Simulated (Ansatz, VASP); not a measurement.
**HfMoSe4 in VASP and in Ansatz**

```xyz
6
Lattice="0.0000 3.9024 3.9024 3.9024 0.0000 3.9024 3.9024 3.9024 0.0000" Properties=species:S:1:pos:R:3 pbc="T T T"
Hf    0.0000    0.0000    0.0000
Mo    5.8536    5.8536    5.8536
Se    2.9282    2.9282    2.9282
Se    4.8766    2.9282    4.8766
Se    4.8766    4.8766    2.9282
Se    2.9282    4.8766    4.8766
```

Change from the starting cell: species swapped into the YHoCo4 type (F-43m, No. 216).

Alike in both runs: functional PBE; k mesh 8 × 8 × 8; occupations gaussian, width 0.1 eV; collinear spin.

Ansatz relaxed the structure, and its values are those at the end. VASP's run is a single point on that final structure, the one shown.

|  | VASP | Ansatz |
| --- | --- | --- |
| version | VASP 6.6.1 | Ansatz 0.2.0 |
| potentials or method | VASP PAW PBE potentials, release 64 (Hf_pv, Mo_sv, Se), cutoff 520 eV | scalar-relativistic, plane waves, PAW |
| valence electrons in the cell | 48 | 104 |

VASP gave:

```
gap on the k mesh at the Fermi level (eV)                     : none
pressure (GPa)                                                : -0.1
rms of the force components (eV/Å)                            : 0.001
net moment per atom (μB)                                      : 0.22
size of the moment on the site where the two differ most (μB) : 1.34
```

Problem. What did Ansatz give for the same quantities?

Solution. gap on the k mesh at the Fermi level (eV): none; pressure (GPa): 0.0; rms of the force components (eV/Å): 0.003; net moment per atom (μB): 0.22; size of the moment on the site where the two differ most (μB): 1.38.

Site moments also hang on the region over which each program counts them. A gap of «none» marks a metal or a gap that the smearing closes. With one functional, cell and mesh, what is left measures potentials, basis and numerics. VASP's potentials hold 48 valence electrons a cell and Ansatz's 104, so a difference there can come from the potentials and not from the codes.

Spin-orbit coupling is off throughout.
